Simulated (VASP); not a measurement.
Set up this calculation in VASP 6.6.1, as the native input.

- Task: single point
- Functional: r2SCAN
- Potentials or basis: VASP PAW PBE potentials, release 64 (In_d, P)
- Cutoff: 520 eV
- k mesh: 8 × 8 × 8
- Occupations: gaussian, width 0.02 eV
- Spin: no spin polarisation
- Dipole correction: no
- Further INCAR settings: ALGO = Normal; EDIFF = 1e-07; NBANDS = 16

Crystal: InP.

```xyz
2
Lattice="0.0000 2.9536 2.9536 2.9536 0.0000 2.9536 2.9536 2.9536 0.0000" Properties=species:S:1:pos:R:3 pbc="T T T"
In    0.0000    0.0000    0.0000
P     1.4768    1.4768    1.4768
```

The input as run:

POSCAR

```
InP
1.0
    0.0000000000      2.9535689140      2.9535689140
    2.9535689140      0.0000000000      2.9535689140
    2.9535689140      2.9535689140      0.0000000000
In P
1 1
Direct
    0.0000000000      0.0000000000      0.0000000000
    0.2500000000      0.2500000000      0.2500000000
```

INCAR.step1

```
PREC = Accurate
ENCUT = 520
ISMEAR = 0
SIGMA = 0.02
LREAL = F
LASPH = T
NELM = 60
NBANDS = 16
GGA = PE
ALGO = Normal
EDIFF = 1E-4
LWAVE = T
LCHARG = F
```

INCAR.step2

```
PREC = Accurate
ENCUT = 520
EDIFF = 1E-7
ISMEAR = 0
SIGMA = 0.02
LREAL = F
LASPH = T
NELM = 60
ALGO = Normal
ISIF = 2
LWAVE = F
LCHARG = F
METAGGA = R2SCAN
LMIXTAU = T
NBANDS = 16
ISTART = 1
```

KPOINTS

```
Automatic mesh
0
Gamma
  8 8 8
```

Potentials or basis: VASP PAW PBE potentials, release 64 (In_d, P).

Run with:

```sh
$ cat potpaw_PBE.64/In_d/POTCAR potpaw_PBE.64/P/POTCAR > POTCAR
$ cp INCAR.step1 INCAR
$ mpirun -np 1 vasp_std > vasp.out
$ cp INCAR.step2 INCAR
$ mpirun -np 1 vasp_std > vasp.out
```

It gave:

```json
{
  "Pressure": "-0.1 GPa",
  "Band gap on the k mesh": "1.03 eV"
}
```

Caveat: the PAW data sets were made with another functional, which shifts forces and pressure a little; spin-orbit coupling is left out, which moves the levels of the heavy elements.

Run time: 2.2 min on 1 thread of AMD EPYC 7R13, on a shared host, peak memory 0.16 GiB.
